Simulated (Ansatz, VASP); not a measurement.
## Two plane-wave programs on Mo6CO

Contents of INCAR:

```
SYSTEM = Mo6CO
PREC     = Accurate       ! precision mode
ENCUT    = 520            ! plane-wave cutoff, eV
EDIFF    = 1E-6           ! SCF threshold, eV
ISMEAR   = 0              ! smearing method
SIGMA    = 0.1            ! smearing width, eV
LREAL    = .False.        ! projectors in reciprocal space
LASPH    = .True.         ! aspherical terms in the spheres
NELM     = 80             ! most SCF steps
ALGO     = Normal         ! electronic algorithm
ISIF     = 2              ! what is computed and relaxed
LWAVE    = .False.        ! write WAVECAR
LCHARG   = .False.        ! write CHGCAR
LDIPOL   = .True.       
IDIPOL   = 3            
DIPOL    = 0.5 0.5 0.338
GGA      = PE             ! functional
NBANDS   = 57             ! bands
```

File KPOINTS:

```
Automatic mesh
0
Gamma
  6 6 1
  0 0 0
```

POSCAR

```
Mo6CO
1.0
    4.4695765303      0.0000000000      0.0000000000
   -2.2347882651      3.8707668194      0.0000000000
    0.0000000000      0.0000000000     22.2595667262
Mo C O
6 1 1
Direct
    0.6666666667      0.3333333333      0.1796980170
    0.3333333333      0.6666666667      0.2206848206
    0.0000000000      0.0000000000      0.2616716241
    0.6666666667      0.3333333333      0.2990464568
    0.3333333333      0.6666666667      0.3355219825
    0.0000000000      0.0000000000      0.3710569405
    0.1666666667      0.3333333333      0.4910053668
    0.1666666667      0.3333333333      0.5431177918
```

Input for Ansatz:

```yaml
crystal:
  lattice:
    - [4.4695765303, 0.0, 0.0]
    - [-2.2347882651, 3.8707668194, 0.0]
    - [0.0, 0.0, 22.2595667262]
  atoms:
    - { symbol: Mo, position: [0.6666666667, 0.3333333333, 0.179698017] }
    - { symbol: Mo, position: [0.3333333333, 0.6666666667, 0.2206848206] }
    - { symbol: Mo, position: [0.0, 0.0, 0.2616716241] }
    - { symbol: Mo, position: [0.6666666667, 0.3333333333, 0.2990464568] }
    - { symbol: Mo, position: [0.3333333333, 0.6666666667, 0.3355219825] }
    - { symbol: Mo, position: [0.0, 0.0, 0.3710569405] }
    - { symbol: C, position: [0.1666666667, 0.3333333333, 0.4910053668] }
    - { symbol: O, position: [0.1666666667, 0.3333333333, 0.5431177918] }
basis:
  ecutwfc: 420
kpoints:
  mp_grid: { grid: [6, 6, 1] }
hamiltonian:
  xc: pbe
  pseudopotentials: { kind: paw, azcp: { folder: soft_1 } }
scf:
  occupations: { method: gaussian, width: 0.1 }
output:
  forces: true
  eigenvalues: true
efield:
  axis: 3
  dipole_correction: true
  ramp_width: 0.04
```

Alike in both runs: task single point; functional PBE; k mesh 6 × 6 × 1; occupations gaussian, width 0.1 eV; no spin polarisation.

|  | VASP | Ansatz |
| --- | --- | --- |
| version | VASP 6.6.1 | Ansatz 0.2.0 |
| potentials or method | VASP PAW PBE potentials, release 64 (Mo_sv, C, O), cutoff 520 eV | scalar-relativistic, plane waves, PAW |
| valence electrons in the cell | 94 | 94 |

|  | VASP | Ansatz | Ansatz less VASP |
| --- | --- | --- | --- |
| gap on the k mesh at the Fermi level (eV) | none | none | - |
| rms of the force components (eV/Å) | 0.590 | 0.708 | +0.1176 |

Atom by atom the forces differ by 0.224 eV/Å (rms over components). A gap of «none» marks a metal or a gap that the smearing closes.

Noted on VASP's run: the standard files for N, O and F lose accuracy on very short bonds.
